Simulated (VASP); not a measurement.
A run of VASP 6.6.1 is set up as follows.

File INCAR:

```
SYSTEM = W
  PREC = Accurate
  ENCUT = 500
  EDIFF = 1E-6
  ISMEAR = 1
  SIGMA = 0.1
  LREAL = .FALSE.
  LASPH = .TRUE.
  NELM = 120
  ALGO = Normal
  ISIF = 2
  LWAVE = .FALSE.
  LCHARG = .FALSE.
  GGA = PE
  NBANDS = 13
  GGA_COMPAT = .FALSE.
```

KPOINTS

```
regular mesh
0
G
  17 17 17
  0 0 0
```

File POSCAR:

```
W
1.0
   -1.5921028059      1.5921028059      1.5921028059
    1.5921028059     -1.5921028059      1.5921028059
    1.5921028059      1.5921028059     -1.5921028059
W
1
Direct
    0.0000000000      0.0000000000      0.0000000000
```

Potentials or basis: VASP PAW PBE potentials, release 64 (W_sv).

Command:

```bash
$ cat potpaw_PBE.64/W_sv/POTCAR > POTCAR
$ mpirun -np 1 vasp_std > vasp.out
```

(1) What does it give for the band gap on the k mesh?

(2) Predict the pressure.

Results:

(1) zero (band 7 reaches 15.81 eV, above the bottom of band 8 at 9.98 eV).

(2) 0.5 GPa.

Caveat: spin-orbit coupling is left out, which moves the levels of the heavy elements.
